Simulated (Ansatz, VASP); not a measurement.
**One calculation of C, two programs**

```
CELL_PARAMETERS angstrom
7.98324 0.00000 0.00000
-3.99162 6.91369 0.00000
0.00000 0.00000 1.28773
ATOMIC_POSITIONS crystal
C 0.00000 0.00000 0.00000
C 0.33333 0.66667 0.50000
C 0.66667 0.33333 0.50000
```

Alike in both runs: functional revPBE; k mesh 11 × 11 × 15; occupations fermi-dirac, width 0.1 eV; no spin polarisation.

Ansatz relaxed the structure, and its values are those at the end. VASP's run is a single point on that final structure, the one shown.

```csv
,VASP,Ansatz
version,VASP 6.6.1,Ansatz 0.2.0
potentials or method,"VASP PAW PBE potentials, release 64 (C), cutoff 520 eV","plane waves (420 eV) with PAW, scalar-relativistic"
valence electrons in the cell,12,12
```

|  | VASP | Ansatz | Ansatz less VASP |
| --- | --- | --- | --- |
| pressure (GPa) | -0.1 | 0.0 | +0.09 |

VASP's potentials were made for PBE, not for revPBE. The functional is the same, so the differences come from potentials, cutoffs and numerics.
